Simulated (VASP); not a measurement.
# Si (R-3m) in VASP: further runs, part 2 of 3

VASP 6.6.1. Earlier steps stand in the parts before.

### Step 4. Electric field gradients, PBE (equal xy, yz and zx shear strains of -2 %)

The input, INCAR:

```
SYSTEM = Si
PREC = Accurate ; ENCUT = 520
EDIFF = 1E-8 ; ISMEAR = -1
SIGMA = 0.08 ; LREAL = .FALSE.
LASPH = .TRUE. ; NELM = 80
ALGO = Normal ; ISIF = 2
LWAVE = .FALSE. ; LCHARG = .FALSE.
GGA = PE ; LEFG = .TRUE.
NBANDS = 11
```

The input, KPOINTS:

```
Automatic mesh
0
G
  11 11 11
  0 0 0
```

The input, POSCAR:

```
Si
1.0
   -0.0543094000      2.6883153000      2.6883153000
    2.6883153000     -0.0543094000      2.6883153000
    2.6883153000      2.6883153000     -0.0543094000
Si
2
Direct
    0.5000000000      0.5000000000      0.5000000000
    0.7500000000      0.7500000000      0.7500000000
```

Potentials or basis: VASP PAW PBE potentials, release 64 (Si).

On the command line:

```sh
$ cat potpaw_PBE.64/Si/POTCAR > POTCAR
$ mpirun -np 1 vasp_std > vasp.out
```

OUTCAR:

```text
SYSTEM = Si
   PREC = Accurate
   ENCUT = 520
   EDIFF = 1E-8
   ISMEAR = -1
   LREAL = .FALSE.
   LASPH = .TRUE.
   NELM = 80
   ISIF = 2
   GGA = PE

 ion  position               nearest neighbor table
   1  0.500  0.500  0.500-   2 2.30   2 2.37   2 2.37   2 2.37
   2  0.750  0.750  0.750-   1 2.30   1 2.37   1 2.37   1 2.37

  LATTYP: Found a trigonal (rhomboedric) cell.
 ALAT       =     3.8022398419
 COS(alpha) =     0.4797000918

  Lattice vectors:

 A1 = (  -0.0543094000,   2.6883153000,   2.6883153000)
 A2 = (   2.6883153000,  -0.0543094000,   2.6883153000)
 A3 = (   2.6883153000,   2.6883153000,  -0.0543094000)

Analysis of symmetry for initial positions (statically):
=====================================================================
 Subroutine PRICEL returns:
 Original cell was already a primitive cell.

 Routine SETGRP: Setting up the symmetry group for a
 trigonal (rhombohedral) supercell.

 Subroutine GETGRP returns: Found 12 space group operations
 (whereof  6 operations were pure point group operations)
 out of a pool of 12 trial point group operations.

The static configuration has the point symmetry C_3v.
 The point group associated with its full space group is D_3d.

Analysis of symmetry for dynamics (positions and initial velocities):
=====================================================================
 Subroutine PRICEL returns:
 Original cell was already a primitive cell.

 Routine SETGRP: Setting up the symmetry group for a
 trigonal (rhombohedral) supercell.

 Subroutine GETGRP returns: Found 12 space group operations
[... 483 lines left out ...]
      2       1.7757      2.00000
      3       3.1000      2.00000
      4       5.1709      1.99998
      5       8.8386      0.00000
      6       9.7503      0.00000
      7       9.9244      0.00000
      8      11.6567      0.00000
      9      12.0338      0.00000
     10      15.6318      0.00000
     11      16.3745      0.00000

 [... further k-points ...]

------------------------ aborting loop because EDIFF is reached ----------------------------------------

  FORCE on cell =-STRESS in cart. coord.  units (eV):
  Direction    XX          YY          ZZ          XY          YZ          ZX
  --------------------------------------------------------------------------------------
  -------------------------------------------------------------------------------------
  Total        0.5175832      0.5175832      0.5175832      0.5487108      0.5487108      0.5487108
  in kB       20.7136627     20.7136627     20.7136627     21.9593869     21.9593869     21.9593869
  external PRESSURE =      20.7136627 kB  Pullay stress =       0.0000000 kB

 VOLUME and BASIS-vectors are now :
 -----------------------------------------------------------------------------
  energy-cutoff  :      520.00
  volume of cell :       40.03
      direct lattice vectors                 reciprocal lattice vectors
    -0.054309400  2.688315300  2.688315300    -0.180446840  0.184167393  0.184167393
     2.688315300 -0.054309400  2.688315300     0.184167393 -0.180446840  0.184167393
     2.688315300  2.688315300 -0.054309400     0.184167393  0.184167393 -0.180446840

 POSITION                                       TOTAL-FORCE (eV/Angst)
 -----------------------------------------------------------------------------------
      2.66116      2.66116      2.66116        -0.220216     -0.220216     -0.220216
      3.99174      3.99174      3.99174         0.220216      0.220216      0.220216
 -----------------------------------------------------------------------------------
    total drift:                                0.000000      0.000000     -0.000000

  FREE ENERGIE OF THE ION-ELECTRON SYSTEM (eV)
  ---------------------------------------------------
  free  energy   TOTEN  =       -10.8281743635 eV

  energy  without entropy=      -10.8278169691  energy(sigma->0) =      -10.82799567

 Electric field gradients (V/A^2)
---------------------------------------------------------------------
 ion       V_xx      V_yy      V_zz      V_xy      V_xz      V_yz
---------------------------------------------------------------------
   1      -0.000     0.000    -0.000    -4.135    -4.135    -4.135
   2      -0.000     0.000    -0.000    -4.135    -4.135    -4.135
---------------------------------------------------------------------

 Electric field gradients after diagonalization (V/A^2)
 (convention: |V_zz| > |V_xx| > |V_yy|)
----------------------------------------------------------------------
 ion       V_xx      V_yy      V_zz     asymmetry (V_yy - V_xx)/ V_zz
----------------------------------------------------------------------
   1       4.135     4.135    -8.270       0.000
   2       4.135     4.135    -8.270       0.000
----------------------------------------------------------------------

           NMR quadrupolar parameters

 Cq : quadrupolar parameter    Cq=e*Q*V_zz/h
 eta: asymmetry parameters     (V_yy - V_xx)/ V_zz
 Q  : nuclear electric quadrupole moment in mb (millibarn)
----------------------------------------------------------------------
 ion       Cq(MHz)       eta       Q (mb)
----------------------------------------------------------------------
   1      -0.020       0.000       1.000
   2      -0.020       0.000       1.000
----------------------------------------------------------------------
```

stdout:

```text
POSCAR found type information on POSCAR Si
 POSCAR found :  1 types and       2 ions
 scaLAPACK will be used
 LDA part: xc-table for (Slater+PW92), standard interpolation
 POSCAR, INCAR and KPOINTS ok, starting setup
 FFT: planning ... GRIDC
 FFT: planning ... GRID_SOFT
 FFT: planning ... GRID
 WAVECAR not read
 entering main loop
ion   1

ion   2
```

It took 41 s on 1 thread of Intel Xeon Platinum 8375C at 2.90GHz (Ice Lake), shared host; peak memory 0.18 GiB.

Results:

```
Free energy                             : -10.8282 eV
Pressure                                : 2.1 GPa
Largest force                           : 0.381 eV/Å
Band gap on the k mesh                  : 0.53 eV (least direct gap 2.37 eV)
Largest electric field gradient by atom : Si -8.3 V/Å²
```

Forces on the atoms (eV/Å):
```
Si  -0.220 -0.220 -0.220
Si   0.220  0.220  0.220
```

Stress tensor (GPa, compression positive):
```
2.07 2.20 2.20
2.20 2.07 2.20
2.20 2.20 2.07
```

Levels at points of the mesh, in eV from the valence-band top:
```
           k point  band 2  band 3  band 4  band 5  band 6  band 7
(0.00, 0.00, 0.00)   -0.06   -0.06    0.00    2.37    2.37    2.66
```

Electric field gradients, principal values (V/Å²):
```csv
atom,least,middle,greatest (by size)
1 Si,4.135,4.135,-8.270
2 Si,4.135,4.135,-8.270
```

Caveat: the cell differs from its parent crystal (equal xy, yz and zx shear strains of -2 %); without QUAD_EFG the Cq values of the log hold for a quadrupole moment of 1 mb, not for the nuclei; an odd mesh through Γ misses points on the zone boundary, where band edges can lie.

### Step 5. Electric field gradients, PBE (equal xy, yz and zx shear strains of +1 %)

The input, INCAR:

```
PREC = Accurate
ENCUT = 520
EDIFF = 1E-8
ISMEAR = -1
SIGMA = 0.08
LREAL = F
LASPH = T
NELM = 60
ALGO = Normal
ISIF = 2
LWAVE = F
LCHARG = F
GGA = PE
LEFG = T
NBANDS = 11
```

The input, KPOINTS:

```
regular mesh
0
Gamma
  11 11 11
```

The input, POSCAR:

```
Si
1.0
    0.0271547000      2.7290473500      2.7290473500
    2.7290473500      0.0271547000      2.7290473500
    2.7290473500      2.7290473500      0.0271547000
Si
2
Direct
    0.5000000000      0.5000000000      0.5000000000
    0.7500000000      0.7500000000      0.7500000000
```

Potentials or basis: VASP PAW PBE potentials, release 64 (Si).

On the command line:

```sh
$ cat potpaw_PBE.64/Si/POTCAR > POTCAR
$ mpirun -np 1 vasp_std > vasp.out
```

OUTCAR:

```text
PREC = Accurate
   ENCUT = 520
   EDIFF = 1E-8
   ISMEAR = -1
   LREAL = F
   LASPH = T
   NELM = 60
   ISIF = 2
   GGA = PE

 ion  position               nearest neighbor table
   1  0.500  0.500  0.500-   2 2.34   2 2.34   2 2.34   2 2.38
   2  0.750  0.750  0.750-   1 2.34   1 2.34   1 2.34   1 2.38

  LATTYP: Found a trigonal (rhomboedric) cell.
 ALAT       =     3.8595513023
 COS(alpha) =     0.5099250056

  Lattice vectors:

 A1 = (   0.0271547000,   2.7290473500,   2.7290473500)
 A2 = (   2.7290473500,   0.0271547000,   2.7290473500)
 A3 = (   2.7290473500,   2.7290473500,   0.0271547000)

Analysis of symmetry for initial positions (statically):
=====================================================================
 Subroutine PRICEL returns:
 Original cell was already a primitive cell.

 Routine SETGRP: Setting up the symmetry group for a
 trigonal (rhombohedral) supercell.

 Subroutine GETGRP returns: Found 12 space group operations
 (whereof  6 operations were pure point group operations)
 out of a pool of 12 trial point group operations.

The static configuration has the point symmetry C_3v.
 The point group associated with its full space group is D_3d.

Analysis of symmetry for dynamics (positions and initial velocities):
=====================================================================
 Subroutine PRICEL returns:
 Original cell was already a primitive cell.

 Routine SETGRP: Setting up the symmetry group for a
 trigonal (rhombohedral) supercell.

 Subroutine GETGRP returns: Found 12 space group operations
 (whereof  6 operations were pure point group operations)
[... 483 lines left out ...]
      2       1.7518      2.00000
      3       3.1624      2.00000
      4       5.1272      1.99999
      5       8.7532      0.00000
      6       9.5273      0.00000
      7       9.8506      0.00000
      8      11.4702      0.00000
      9      11.8560      0.00000
     10      15.9412      0.00000
     11      16.5449      0.00000

 [... further k-points ...]

------------------------ aborting loop because EDIFF is reached ----------------------------------------

  FORCE on cell =-STRESS in cart. coord.  units (eV):
  Direction    XX          YY          ZZ          XY          YZ          ZX
  --------------------------------------------------------------------------------------
  -------------------------------------------------------------------------------------
  Total        0.4899041      0.4899041      0.4899041     -0.2576374     -0.2576374     -0.2576374
  in kB       19.6014901     19.6014901     19.6014901    -10.3082982    -10.3082982    -10.3082982
  external PRESSURE =      19.6014901 kB  Pullay stress =       0.0000000 kB

 VOLUME and BASIS-vectors are now :
 -----------------------------------------------------------------------------
  energy-cutoff  :      520.00
  volume of cell :       40.04
      direct lattice vectors                 reciprocal lattice vectors
     0.027154700  2.729047350  2.729047350    -0.185971581  0.184139349  0.184139349
     2.729047350  0.027154700  2.729047350     0.184139349 -0.185971581  0.184139349
     2.729047350  2.729047350  0.027154700     0.184139349  0.184139349 -0.185971581

 POSITION                                       TOTAL-FORCE (eV/Angst)
 -----------------------------------------------------------------------------------
      2.74262      2.74262      2.74262         0.094714      0.094714      0.094714
      4.11394      4.11394      4.11394        -0.094714     -0.094714     -0.094714
 -----------------------------------------------------------------------------------
    total drift:                                0.000000     -0.000000     -0.000000

  FREE ENERGIE OF THE ION-ELECTRON SYSTEM (eV)
  ---------------------------------------------------
  free  energy   TOTEN  =       -10.8407457361 eV

  energy  without entropy=      -10.8404281664  energy(sigma->0) =      -10.84058695

 Electric field gradients (V/A^2)
---------------------------------------------------------------------
 ion       V_xx      V_yy      V_zz      V_xy      V_xz      V_yz
---------------------------------------------------------------------
   1      -0.000    -0.000    -0.000     2.014     2.014     2.014
   2      -0.000    -0.000    -0.000     2.014     2.014     2.014
---------------------------------------------------------------------

 Electric field gradients after diagonalization (V/A^2)
 (convention: |V_zz| > |V_xx| > |V_yy|)
----------------------------------------------------------------------
 ion       V_xx      V_yy      V_zz     asymmetry (V_yy - V_xx)/ V_zz
----------------------------------------------------------------------
   1      -2.014    -2.014     4.028       0.000
   2      -2.014    -2.014     4.028       0.000
----------------------------------------------------------------------

           NMR quadrupolar parameters

 Cq : quadrupolar parameter    Cq=e*Q*V_zz/h
 eta: asymmetry parameters     (V_yy - V_xx)/ V_zz
 Q  : nuclear electric quadrupole moment in mb (millibarn)
----------------------------------------------------------------------
 ion       Cq(MHz)       eta       Q (mb)
----------------------------------------------------------------------
   1       0.010       0.000       1.000
   2       0.010       0.000       1.000
----------------------------------------------------------------------
```

OSZICAR:

```text
N       E                     dE             d eps       ncg     rms          rms(c)
DAV:   1     0.852000055250E+01    0.85200E+01   -0.33488E+03  3212   0.591E+02
DAV:   2    -0.104525375046E+02   -0.18973E+02   -0.18130E+02  4331   0.875E+01
DAV:   3    -0.110173907735E+02   -0.56485E+00   -0.56336E+00  4091   0.132E+01
DAV:   4    -0.110215960469E+02   -0.42053E-02   -0.42047E-02  3848   0.144E+00
DAV:   5    -0.110216365084E+02   -0.40461E-04   -0.40461E-04  4046   0.130E-01    0.488E+00
DAV:   6    -0.108962638252E+02    0.12537E+00   -0.72075E-02  3653   0.111E+00    0.298E+00
DAV:   7    -0.108392774938E+02    0.56986E-01   -0.13819E-01  3700   0.164E+00    0.186E-01
DAV:   8    -0.108405213098E+02   -0.12438E-02   -0.62498E-03  3698   0.431E-01    0.836E-02
DAV:   9    -0.108407150633E+02   -0.19375E-03   -0.18766E-04  4053   0.853E-02    0.603E-02
DAV:  10    -0.108407443403E+02   -0.29277E-04   -0.25747E-05  3760   0.286E-02    0.671E-03
DAV:  11    -0.108407454666E+02   -0.11263E-05   -0.30285E-06  3970   0.924E-03    0.401E-03
DAV:  12    -0.108407457607E+02   -0.29405E-06   -0.28675E-07  3747   0.330E-03    0.916E-04
DAV:  13    -0.108407457407E+02    0.20026E-07   -0.68205E-08  3865   0.145E-03    0.414E-04
DAV:  14    -0.108407457305E+02    0.10148E-07   -0.29537E-09  2656   0.378E-04    0.244E-04
DAV:  15    -0.108407457361E+02   -0.55659E-08   -0.21591E-10  1984   0.955E-05
   1 F= -.10840746E+02 E0= -.10840587E+02  d E =-.317570E-03
```

stdout:

```text
POSCAR found type information on POSCAR Si
 POSCAR found :  1 types and       2 ions
 scaLAPACK will be used
 LDA part: xc-table for (Slater+PW92), standard interpolation
 POSCAR, INCAR and KPOINTS ok, starting setup
 FFT: planning ... GRIDC
 FFT: planning ... GRID_SOFT
 FFT: planning ... GRID
 WAVECAR not read
 entering main loop
ion   1

ion   2
```

Run time: 53 s. Hardware: 1 thread of Intel Xeon Platinum 8375C at 2.90GHz (Ice Lake), shared host; peak memory 0.19 GiB.

Results:

* Free energy: -10.8407 eV
* Pressure: 2.0 GPa
* Largest force: 0.164 eV/Å
* Band gap on the k mesh: 0.58 eV (least direct gap 2.37 eV)
* Largest electric field gradient by atom: Si +4.0 V/Å²

Forces on the atoms (eV/Å):
```
Si   0.095  0.095  0.095
Si  -0.095 -0.095 -0.095
```

Stress tensor (GPa, compression positive):
```
 1.96 -1.03 -1.03
-1.03  1.96 -1.03
-1.03 -1.03  1.96
```

Levels at points of the mesh, in eV from the valence-band top:
```
           k point  band 1  band 2  band 3  band 4  band 5  band 6  band 7  band 8  band 9
(0.00, 0.00, 0.00)  -11.97   -0.04    0.00    0.00    2.37    2.63    2.63    3.39    7.71
```

Electric field gradients, principal values (V/Å²):
```csv
atom,least,middle,greatest (by size)
1 Si,-2.014,-2.014,4.028
2 Si,-2.014,-2.014,4.028
```

Caveat: the cell differs from its parent crystal (equal xy, yz and zx shear strains of +1 %); without QUAD_EFG the Cq values of the log hold for a quadrupole moment of 1 mb, not for the nuclei; an odd mesh through Γ misses points on the zone boundary, where band edges can lie.

(Part 2 of 3 ends here.)
